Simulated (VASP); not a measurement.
# MnO (Fm-3m) in VASP: further runs

The runs below take MnO through single point, relaxation of cell and atoms, with PBE, PBE+D3(BJ), BLYP.

Everything below comes from runs of VASP 6.6.1. Logs are shortened: lines on timing, memory, paths and dates and some standing lists are left out, and cuts for length are marked.

### Step 1. The cell of the first run

The structure is cubic, space group Fm-3m (No. 225). The conventional cell has a = 4.448 Å, b = 4.448 Å, c = 4.448 Å, α = 90.00°, β = 90.00°, γ = 90.00°. Within 2.9 Å of Mn (site symmetry m-3m) lie 6 O at 2.22 Å. Within 2.9 Å of O (site symmetry m-3m) lie 6 Mn at 2.22 Å.

### Step 2. Single point, PBE, collinear spin, ferromagnetic start

INCAR

```
SYSTEM = MnO
  PREC = Accurate
  ENCUT = 520
  EDIFF = 1E-6
  ISMEAR = 0
  SIGMA = 0.025
  LREAL = .FALSE.
  LASPH = .TRUE.
  NELM = 150
  ALGO = Normal
  ISIF = 2
  LWAVE = .FALSE.
  LCHARG = .FALSE.
  ISPIN = 2
  MAGMOM = 4 0
  LORBIT = 11
  LMAXMIX = 4
  GGA = PE
  NBANDS = 20
```

KPOINTS

```
Automatic mesh
0
G
  10 10 10
  0 0 0
```

POSCAR

```
MnO
1.0
    0.0000000000      2.2239077028      2.2239077028
    2.2239077028      0.0000000000      2.2239077028
    2.2239077028      2.2239077028      0.0000000000
Mn O
1 1
Direct
    0.0000000000      0.0000000000      0.0000000000
    0.5000000000      0.5000000000      0.5000000000
```

Potentials or basis: VASP PAW PBE potentials, release 64 (Mn_pv, O).

On the command line:

```bash
$ cat potpaw_PBE.64/Mn_pv/POTCAR potpaw_PBE.64/O/POTCAR > POTCAR
$ mpirun -np 1 vasp_std > vasp.out
```

OUTCAR:

```text
SYSTEM = MnO
   PREC = Accurate
   ENCUT = 520
   EDIFF = 1E-6
   ISMEAR = 0
   LREAL = .FALSE.
   LASPH = .TRUE.
   NELM = 150
   ISIF = 2
   ISPIN = 2
   LORBIT = 11
   GGA = PE

 ion  position               nearest neighbor table
   1  0.000  0.000  0.000-   2 2.22   2 2.22   2 2.22   2 2.22   2 2.22   2 2.22
   2  0.500  0.500  0.500-   1 2.22   1 2.22   1 2.22   1 2.22   1 2.22   1 2.22

  LATTYP: Found a face centered cubic cell.
 ALAT       =     4.4478154056

  Lattice vectors:

 A1 = (   0.0000000000,   2.2239077028,   2.2239077028)
 A2 = (   2.2239077028,   0.0000000000,   2.2239077028)
 A3 = (   2.2239077028,   2.2239077028,   0.0000000000)

Analysis of symmetry for initial positions (statically):
=====================================================================
 Subroutine PRICEL returns:
 Original cell was already a primitive cell.

 Routine SETGRP: Setting up the symmetry group for a
 face centered cubic supercell.

 Subroutine GETGRP returns: Found 48 space group operations
 (whereof 48 operations were pure point group operations)
 out of a pool of 48 trial point group operations.

The static configuration has the point symmetry O_h .

Analysis of symmetry for dynamics (positions and initial velocities):
=====================================================================
 Subroutine PRICEL returns:
 Original cell was already a primitive cell.

 Routine SETGRP: Setting up the symmetry group for a
 face centered cubic supercell.

 Subroutine GETGRP returns: Found 48 space group operations
 (whereof 48 operations were pure point group operations)
 out of a pool of 48 trial point group operations.

The dynamic configuration has the point symmetry O_h .

Analysis of structural, dynamic, and magnetic symmetry:
=====================================================================
 Subroutine PRICEL returns:
 Original cell was already a primitive cell.

 Routine SETGRP: Setting up the symmetry group for a
 face centered cubic supercell.

 Subroutine GETGRP returns: Found 48 space group operations
 (whereof 48 operations were pure point group operations)
 out of a pool of 48 trial point group operations.

The overall configuration has the point symmetry O_h .

 Subroutine INISYM returns: Found 48 space group operations
 (whereof 48 operations are pure point group operations),
 and found     1 'primitive' translations

----------------------------------------------------------------------------------------

                                     Primitive cell

  volume of cell :      21.9979

  direct lattice vectors                    reciprocal lattice vectors
     0.000000000  2.223907703  2.223907703    -0.224829474  0.224829474  0.224829474
     2.223907703  0.000000000  2.223907703     0.224829474 -0.224829474  0.224829474
     2.223907703  2.223907703  0.000000000     0.224829474  0.224829474 -0.224829474

  length of vectors
     3.145080435  3.145080435  3.145080435     0.389416073  0.389416073  0.389416073

  position of ions in fractional coordinates (direct lattice)
     0.000000000  0.000000000  0.000000000
     0.500000000  0.500000000  0.500000000

  ion indices of the primitive-cell ions
   primitive index   ion index
                 1           1
                 2           2

----------------------------------------------------------------------------------------

 KPOINTS: Automatic mesh

Automatic generation of k-mesh.
 Grid dimensions read from file:
 generate k-points for:   10   10   10

 Generating k-lattice:

  Cartesian coordinates                     Fractional coordinates (reciprocal lattice)
    -0.022482947  0.022482947  0.022482947     0.100000000  0.000000000  0.000000000
     0.022482947 -0.022482947  0.022482947     0.000000000  0.100000000  0.000000000
     0.022482947  0.022482947 -0.022482947     0.000000000  0.000000000  0.100000000

  Length of vectors
     0.038941607  0.038941607  0.038941607

  Shift w.r.t. Gamma in fractional coordinates (k-lattice)
     0.000000000  0.000000000  0.000000000

 Subroutine IBZKPT returns following result:
 ===========================================

 Found     47 irreducible k-points:

 Following reciprocal coordinates:
            Coordinates               Weight
  0.000000  0.000000  0.000000      1.000000
  0.100000  0.000000  0.000000      8.000000
  0.200000  0.000000  0.000000      8.000000
  0.300000  0.000000  0.000000      8.000000
  0.400000  0.000000  0.000000      8.000000
  0.500000  0.000000  0.000000      4.000000
[... 16 lines left out ...]
  0.300000  0.300000  0.000000      6.000000
  0.400000  0.300000  0.000000     24.000000
 [... further k-points ...]
   k-points           NKPTS =     47   k-points in BZ     NKDIM =     47   number of bands    NBANDS=     20
   number of dos      NEDOS =    301   number of ions     NIONS =      2
   total plane-waves  NPLWV =  13824
   dimension x,y,z NGX =    24 NGY =   24 NGZ =   24
   dimension x,y,z NGXF=    48 NGYF=   48 NGZF=   48
   ions per type =               1   1
   NGX,Y,Z   is equivalent  to a cutoff of  12.69, 12.69, 12.69 a.u.
   NGXF,Y,Z  is equivalent  to a cutoff of  25.37, 25.37, 25.37 a.u.
 SYSTEM =  MnO
   PREC   = accura    normal or accurate (medium, high low for compatibility)
   ISTART =      0    job   : 0-new  1-cont  2-samecut
   ICHARG =      2    charge: 1-file 2-atom 10-const
   ISPIN  =      2    spin polarized calculation?
   LNONCOLLINEAR =      F non collinear calculations
   LSORBIT =      F    spin-orbit coupling
   LASPH  =      T    aspherical Exc in radial PAW
   ENCUT  =  520.0 eV  38.22 Ry    6.18 a.u.   5.85  5.85  5.85*2*pi/ulx,y,z
   NELM   =    150;   NELMIN=  2; NELMDL= -5     # of ELM steps
   EDIFF  = 0.1E-05   stopping-criterion for ELM
   LREAL  =      F    real-space projection
   EDIFFG = 0.1E-04   stopping-criterion for IOM
   NSW    =      0    number of steps for IOM
   IBRION =     -1    ionic relax: 0-MD 1-quasi-New 2-CG
   NFREE  =      0    steps in history (QN), initial steepest desc. (CG)
   ISIF   =      2    stress and relaxation
   ISYM   =      2    0-nonsym 1-usesym 2-fastsym
   POTIM  = 0.5000    time-step for ionic-motion
   TEBEG  =    0.0;   TEEND  =   0.0 temperature during run
   PSTRESS=    0.0 pullay stress
   NELECT =      19.0000    total number of electrons
   NUPDOWN=      -1.0000    fix difference up-down
   EMIN   =  10.00;   EMAX   =-10.00  energy-range for DOS
   EFERMI =   0.00;   METHOD = LEGACY
   ISMEAR =     0;   SIGMA  =   0.03  broadening in eV -4-tet -1-fermi 0-gaus
   EFERMI_NEDOS =   21; number of points for ismear=-14 and -15
   IALGO  =     38    algorithm
   IMIX   =      4    mixing-type and parameters
     AMIX     =   0.40;   BMIX     =  1.00
     AMIX_MAG =   1.60;   BMIX_MAG =  1.00
  volume/ion in A,a.u.               =      11.00        74.22
  Fermi-wavevector in a.u.,A,eV,Ry     =   1.559071  2.946217 33.071721  2.430703
  Thomas-Fermi vector in A             =   2.662483
   LORBIT       =     11    0 simple, 1 ext, 2 COOP (PROOUT), +10 PAW based schemes
   GGA     = PE    functional components
   LHFCALC =     F    Hartree Fock is set to
   AEXX    =    0.0000 exact exchange contribution
   IVDW    =     0    specifies the selected vdW correction
   LEPSILON=     F    determine dielectric tensor
   LRPA    =     F    only Hartree local field effects (RPA)
 spin polarized calculation
 Gauss-broadening in eV      SIGMA  =   0.03
  energy-cutoff  :      520.00
  volume of cell :       22.00
 maximum number of plane-waves:       609
   NGX = 11   NGY = 11   NGZ = 11

 number of electron      18.9999991 magnetization       4.8019937

 Free energy of the ion-electron system (eV)
  ---------------------------------------------------
  ext. energy  EPLUGINS =         0.00000000
  ---------------------------------------------------
  free energy    TOTEN  =       -16.40269774 eV

  energy without entropy =      -16.40225914  energy(sigma->0) =      -16.40247844

 E-fermi :   7.5093     XC(G=0): -11.8517

 val. band max:        7.4931899110   @ k =  -0.2000   0.2000   0.0000
 cond. band min:       7.5103907785   @ k =  -0.3000   0.1000   0.0000
 fundamental gap:      0.0172008674
 Fermi energy:         7.5092652368

 spin component 1

 k-point     1 :       0.0000    0.0000    0.0000
  band No.  band energies     occupation
      1     -42.8475      1.00000
      2     -42.8475      1.00000
      3     -42.8475      1.00000
      4     -12.7282      1.00000
      5       3.7910      1.00000
      6       3.7910      1.00000
[... 12 lines left out ...]
     19      27.2089      0.00000
     20      27.2089      0.00000
[... 507 lines left out ...]
 k-point    24 :       0.4000    0.3000    0.0000
  band No.  band energies     occupation
      1     -42.8937      1.00000
      2     -42.8671      1.00000
      3     -42.8653      1.00000
      4     -11.9041      1.00000
      5       0.3783      1.00000
      6       2.2690      1.00000
[... 12 lines left out ...]
     19      32.2079      0.00000
     20      33.9719      0.00000

 [... further k-points ...]

 spin component 2

 k-point     1 :       0.0000    0.0000    0.0000
  band No.  band energies     occupation
      1     -38.1574      1.00000
      2     -38.1574      1.00000
      3     -38.1574      1.00000
      4     -12.2790      1.00000
      5       4.1845      1.00000
      6       4.1845      1.00000
[... 12 lines left out ...]
     19      29.5750      0.00000
     20      29.5750      0.00000
[... 507 lines left out ...]
 k-point    24 :       0.4000    0.3000    0.0000
  band No.  band energies     occupation
      1     -38.2158      1.00000
      2     -38.1817      1.00000
      3     -38.1794      1.00000
      4     -11.4737      1.00000
      5       1.1568      1.00000
      6       3.0521      1.00000
[... 12 lines left out ...]
     19      33.2298      0.00000
     20      35.0054      0.00000

 [... further k-points ...]

------------------------ aborting loop because EDIFF is reached ----------------------------------------

  FORCE on cell =-STRESS in cart. coord.  units (eV):
  Direction    XX          YY          ZZ          XY          YZ          ZX
  --------------------------------------------------------------------------------------
  -------------------------------------------------------------------------------------
  Total        0.0517407      0.0517407      0.0517407      0.0000000     -0.0000000     -0.0000000
  in kB        3.7684477      3.7684477      3.7684477      0.0000000     -0.0000000     -0.0000000
  external PRESSURE =       3.7684477 kB  Pullay stress =       0.0000000 kB

 VOLUME and BASIS-vectors are now :
 -----------------------------------------------------------------------------
  energy-cutoff  :      520.00
  volume of cell :       22.00
      direct lattice vectors                 reciprocal lattice vectors
     0.000000000  2.223907703  2.223907703    -0.224829474  0.224829474  0.224829474
     2.223907703  0.000000000  2.223907703     0.224829474 -0.224829474  0.224829474
     2.223907703  2.223907703  0.000000000     0.224829474  0.224829474 -0.224829474

 POSITION                                       TOTAL-FORCE (eV/Angst)
 -----------------------------------------------------------------------------------
      0.00000      0.00000      0.00000         0.000000      0.000000      0.000000
      2.22391      2.22391      2.22391         0.000000     -0.000000      0.000000
 -----------------------------------------------------------------------------------
    total drift:                                0.000000     -0.000000     -0.000000

  FREE ENERGIE OF THE ION-ELECTRON SYSTEM (eV)
  ---------------------------------------------------
  free  energy   TOTEN  =       -16.4026977415 eV

  energy  without entropy=      -16.4022591352  energy(sigma->0) =      -16.40247844

 total charge

# of ion       s       p       d       tot
------------------------------------------
    1        0.202   6.176   4.974  11.353
    2        1.561   3.416   0.000   4.977
--------------------------------------------------
tot          1.763   9.592   4.974  16.329

 magnetization (x)

# of ion       s       p       d       tot
------------------------------------------
    1        0.034   0.026   4.295   4.355
    2        0.030   0.176   0.000   0.206
--------------------------------------------------
tot          0.064   0.202   4.295   4.561
```

It took 46 s on 1 thread of Intel Xeon 8259CL, shared host; peak memory 0.16 GiB.

What came out:

| Quantity | Value |
| --- | --- |
| Free energy | -16.4027 eV |
| Pressure | 0.4 GPa |
| Net moment | 4.80 μB per cell |
| Site moments | Mn +4.36; O +0.21 μB |
| Valence electrons inside the program's atomic spheres | Mn 11.35; O 4.98 |

Levels at points of the mesh, in eV from the Fermi level:
Spin up:
```csv
k point,band 9,band 10,band 11,band 12,band 13,band 14,band 15,band 16
"(0.00, 0.00, 0.00)",-3.20,-3.20,-2.67,-2.67,-0.51,13.98,16.34,16.34
"(0.50, 0.00, 0.00)",-2.31,-1.87,0.22,0.22,3.49,7.74,11.88,11.88
"(0.50, 0.50, 0.00)",-2.25,-2.04,-2.04,-1.91,5.02,7.83,10.41,13.65
```
Spin down:
| k point | band 3 | band 4 | band 5 | band 6 | band 7 | band 8 | band 9 | band 10 | band 11 | band 12 |
| --- | --- | --- | --- | --- | --- | --- | --- | --- | --- | --- |
| (0.00, 0.00, 0.00) | -45.67 | -19.79 | -3.32 | -3.32 | -3.32 | 0.78 | 0.78 | 0.78 | 0.82 | 1.41 |
| (0.50, 0.00, 0.00) | -45.68 | -18.83 | -7.33 | -4.81 | -4.81 | 1.96 | 2.01 | 2.01 | 3.67 | 3.67 |
| (0.50, 0.50, 0.00) | -45.70 | -18.86 | -6.38 | -4.30 | -4.30 | -0.79 | 1.99 | 2.19 | 2.44 | 2.44 |

Caveat: a cell with one magnetic atom can't hold antiferromagnetic order, which such compounds often take; semilocal functionals often make such compounds metallic where correlation or magnetic order opens a gap, which also shifts bond lengths. With open d or f shells a metallic result of PBE can be an artefact of self-interaction; +U or a hybrid may open a gap.

### Step 3. Single point, PBE, collinear spin, ferromagnetic start

INCAR

```
SYSTEM = MnO
PREC     = Accurate       ! precision mode
ENCUT    = 520            ! plane-wave cutoff, eV
EDIFF    = 1E-6           ! SCF threshold, eV
ISMEAR   = 0              ! smearing method
SIGMA    = 0.026000000000000002 ! smearing width, eV
LREAL    = .False.        ! projectors in reciprocal space
LASPH    = .True.         ! aspherical terms in the spheres
NELM     = 150            ! most SCF steps
ALGO     = Normal         ! electronic algorithm
ISIF     = 2              ! what is computed and relaxed
LWAVE    = .False.        ! write WAVECAR
LCHARG   = .False.        ! write CHGCAR
ISPIN    = 2              ! spin polarisation
MAGMOM   = 4 0            ! initial moments
LORBIT   = 11             ! projections on sites
LMAXMIX  = 4              ! l up to which the mixer works
GGA      = PE             ! functional
NBANDS   = 20             ! bands
```

KPOINTS

```
regular mesh
0
Gamma
  10 10 10
  0 0 0
```

POSCAR is that of step 2.

Potentials or basis: VASP PAW PBE potentials, release 64 (Mn_pv, O).

On the command line:

```bash
$ cat potpaw_PBE.64/Mn_pv/POTCAR potpaw_PBE.64/O/POTCAR > POTCAR
$ mpirun -np 1 vasp_std > vasp.out
```

Wall time 40 s (1 thread of Intel Xeon 8259CL, shared host); peak memory 0.17 GiB.

It converged, with:

```yaml
Free_energy: -16.4027 eV
Pressure: 0.4 GPa
Net_moment: 4.80 μB per cell
Site_moments: Mn +4.36; O +0.21 μB
Valence_electrons_inside_the_program's_atomic_spheres: Mn 11.35; O 4.98
```

Levels at points of the mesh, in eV from the Fermi level:
Spin up:
| k point | band 10 | band 11 | band 12 | band 13 | band 14 | band 15 |
| --- | --- | --- | --- | --- | --- | --- |
| (0.00, 0.00, 0.00) | -3.20 | -2.67 | -2.67 | -0.51 | 13.98 | 16.34 |
| (0.50, 0.00, 0.00) | -1.87 | 0.22 | 0.22 | 3.49 | 7.74 | 11.88 |
| (0.50, 0.50, 0.00) | -2.04 | -2.04 | -1.91 | 5.02 | 7.83 | 10.41 |
Spin down:
```
           k point  band 5  band 6  band 7  band 8  band 9  band 10
(0.00, 0.00, 0.00)   -3.32   -3.32   -3.32    0.78    0.78     0.78
(0.50, 0.00, 0.00)   -7.33   -4.81   -4.81    1.96    2.01     2.01
(0.50, 0.50, 0.00)   -6.38   -4.30   -4.30   -0.79    1.99     2.19
```

Caveat: a cell with one magnetic atom can't hold antiferromagnetic order, which such compounds often take; semilocal functionals often make such compounds metallic where correlation or magnetic order opens a gap, which also shifts bond lengths.

### Step 4. Single point, PBE+D3(BJ), collinear spin, ferromagnetic start

This run uses another cell than the first one, of 11.04 Å³/atom.

INCAR

```
PREC = Accurate
ENCUT = 520
EDIFF = 1E-7
ISMEAR = -1
SIGMA = 0.05
LREAL = False
LASPH = True
NELM = 150
ALGO = Normal
ISIF = 2
LWAVE = False
LCHARG = False
ISPIN = 2
MAGMOM = 4 0
LORBIT = 11
LMAXMIX = 4
GGA = PE
IVDW = 12
NBANDS = 20
```

KPOINTS

```
regular mesh
0
Gamma
  10 10 10
```

POSCAR

```
MnO
1.0
    0.0000000000      2.2267984764      2.2267984764
    2.2267984764      0.0000000000      2.2267984764
    2.2267984764      2.2267984764      0.0000000000
Mn O
1 1
Direct
    0.0000000000      0.0000000000      0.0000000000
    0.5000000000      0.5000000000      0.5000000000
```

On the command line:

```bash
$ cat potpaw_PBE.64/Mn_pv/POTCAR potpaw_PBE.64/O/POTCAR > POTCAR
$ mpirun -np 1 vasp_std > vasp.out
```

Run time: 56 s. Hardware: 1 thread of Intel Xeon 8259CL, shared host; peak memory 0.18 GiB.

It converged, with:

```
Free energy                                           : -17.0193 eV
Pressure                                              : 0.2 GPa
Net moment                                            : 4.80 μB per cell
Site moments                                          : Mn +4.35; O +0.20 μB
Valence electrons inside the program's atomic spheres : Mn 11.35; O 4.97
Dispersion energy per atom                            : -0.306 eV
```

Levels at points of the mesh, in eV from the Fermi level:
Spin up:
| k point | band 9 | band 10 | band 11 | band 12 | band 13 | band 14 | band 15 | band 16 |
| --- | --- | --- | --- | --- | --- | --- | --- | --- |
| (0.00, 0.00, 0.00) | -3.21 | -3.21 | -2.68 | -2.68 | -0.54 | 13.96 | 16.30 | 16.30 |
| (0.50, 0.00, 0.00) | -2.32 | -1.88 | 0.20 | 0.20 | 3.47 | 7.70 | 11.85 | 11.85 |
| (0.50, 0.50, 0.00) | -2.26 | -2.05 | -2.05 | -1.93 | 4.99 | 7.80 | 10.39 | 13.60 |
Spin down:
```csv
k point,band 5,band 6,band 7,band 8,band 9,band 10
"(0.00, 0.00, 0.00)",-3.32,-3.32,-3.32,0.77,0.77,0.77
"(0.50, 0.00, 0.00)",-7.31,-4.80,-4.80,1.95,1.99,1.99
"(0.50, 0.50, 0.00)",-6.37,-4.29,-4.29,-0.79,1.98,2.17
```

Caveat: a cell with one magnetic atom can't hold antiferromagnetic order, which such compounds often take; semilocal functionals often make such compounds metallic where correlation or magnetic order opens a gap, which also shifts bond lengths.

(Continued in part 2 of 2.)
